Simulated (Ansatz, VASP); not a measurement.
# PbO: VASP beside Ansatz

```
Pb O
1.0
     3.17937    0.00000    0.00000
     0.00000    3.17937    0.00000
     0.00000    0.00000    3.17937
Pb O
1 1
Direct
  0.00000 0.00000 0.00000
  0.50000 0.50000 0.50000
```

Alike in both runs: task single point; functional HSE06; k mesh 4 × 4 × 4; no spin polarisation.

```csv
,VASP,Ansatz
version,VASP 6.6.1,Ansatz 0.2.0
potentials or method,"VASP PAW PBE potentials, release 64 (Pb_d, O)","plane waves, PAW"
plane-wave cutoff (eV),520,420
occupations,"gaussian, width 0.01 eV",fixed
valence electrons in the cell,20,20
```

|  | VASP | Ansatz | Ansatz less VASP |
| --- | --- | --- | --- |
| gap on the k mesh at the Fermi level (eV) | 0.39 | 0.38 | -0.010 |
| pressure (GPa) | -1.2 | -1.2 | -0.01 |

Ansatz's warnings: stress exchange threshold loose, stress scf threshold loose.

The k mesh is coarse, so the values compare programs but aren't converged. Neither program's run includes spin-orbit coupling.
